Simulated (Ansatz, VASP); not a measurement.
# Nb in VASP and in Ansatz

```
CELL_PARAMETERS angstrom
-1.51902 1.51902 1.51902
1.51902 -1.51902 1.51902
1.51902 1.51902 -1.51902
ATOMIC_POSITIONS crystal
Nb 0.00000 0.00000 0.00000
```

Change from the starting cell: volume scaled by 0.8, LAPW.

Alike in both runs: task single point; functional PBEsol; k mesh 18 × 18 × 18; occupations fermi-dirac, width 0.05 eV; no spin polarisation.

|  | VASP | Ansatz |
| --- | --- | --- |
| version | VASP 6.6.1 | Ansatz 0.2.0 |
| potentials or method | VASP PAW PBE potentials, release 64 (Nb_sv), cutoff 520 eV | all-electron LAPW, scalar-relativistic |

VASP gave:

* pressure (GPa): 59.8

Question: Estimate Ansatz's values.

Answer: Pressure (GPa): 60.0.

VASP's potentials were made for PBE, not for PBEsol. Both programs put the cell under a high pressure, so it lies far from rest at this level. Ansatz ran all-electron here, and VASP with PAW potentials.
